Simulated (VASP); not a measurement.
Crystal: MgS5.

```xyz
6
Lattice="5.6170 0.0000 0.0000 -2.8085 4.8645 0.0000 0.0000 0.0000 4.0845" Properties=species:S:1:pos:R:3 pbc="T T T"
Mg    0.0000    0.0000    0.0000
S     2.8085    0.0000    2.0422
S     1.4043    2.4322    2.0422
S    -1.4043    2.4322    2.0422
S     0.0000    3.2430    0.0000
S     2.8085    1.6215    0.0000
```

| Property | Result |
| --- | --- |
| Program | VASP 6.6.1 |
| Task | relaxation of cell and atoms |
| Functional | PBE |
| Potentials or basis | VASP PAW PBE potentials, release 64 (Mg, S) |
| Cutoff | 600 eV |
| k mesh | 6 × 6 × 4 |
| Occupations | gaussian, width 0.1 eV |
| Spin | no spin polarisation |

At the start: pressure 0.9 GPa; volume 18.60 Å³/atom.

Task: How do energy, volume and symmetry change on relaxing?

Result: Over 15 steps the energy falls by 116.2 meV/atom and the volume is 20.67 Å³/atom (+11.1 %); space group P6/mmm (No. 191, to 0.05 Å).

The path:
| step | energy change (eV) | largest force (eV/Å) | pressure (GPa) | volume (Å³) |
| --- | --- | --- | --- | --- |
| 1 | 0.0000 | 0.0000 | 0.89 | 111.60 |
| 2 | -0.0414 | 0.0000 | 0.14 | 113.26 |
| 3 | -0.1235 | 0.0000 | -1.53 | 118.14 |
| 4 | -0.2267 | 0.0000 | -3.29 | 127.38 |
| 5 | -0.3005 | 0.0000 | -5.63 | 143.18 |
| 6 | -0.3147 | 0.0000 | -4.01 | 130.88 |
| 7 | -0.4256 | 0.0000 | -5.08 | 137.36 |
| 8 | -0.3999 | 0.0000 | -4.65 | 134.52 |
| 9 | -0.4153 | 0.0000 | -4.67 | 134.78 |
| 10 | -0.4539 | 0.0000 | -4.70 | 135.53 |
| 11 | -0.4921 | 0.0000 | -4.68 | 136.90 |
| 12 | -0.5241 | 0.0000 | -4.36 | 135.77 |
| 13 | -0.6053 | 0.0000 | -3.32 | 132.44 |
| 14 | -0.6928 | 0.0000 | -0.81 | 125.93 |
| 15 | -0.6974 | 0.0000 | 0.07 | 124.00 |

Final structure:
```cif
data_structure
_symmetry_space_group_name_H-M 'P 1'
_symmetry_Int_Tables_number 1
_cell_length_a 6.6182
_cell_length_b 6.6182
_cell_length_c 3.2690
_cell_angle_alpha 90.000
_cell_angle_beta 90.000
_cell_angle_gamma 120.000
_cell_volume 124.00
loop_
_atom_site_label
_atom_site_type_symbol
_atom_site_fract_x
_atom_site_fract_y
_atom_site_fract_z
_atom_site_occupancy
Mg1 Mg 0.00000 0.00000 0.00000 1
S1 S 0.50000 0.00000 0.50000 1
S2 S 0.50000 0.50000 0.50000 1
S3 S 0.00000 0.50000 0.50000 1
S4 S 0.33333 0.66667 0.00000 1
S5 S 0.66667 0.33333 0.00000 1
```

Caveat: the k points lie up to 0.48 Å⁻¹ apart in the final cell.
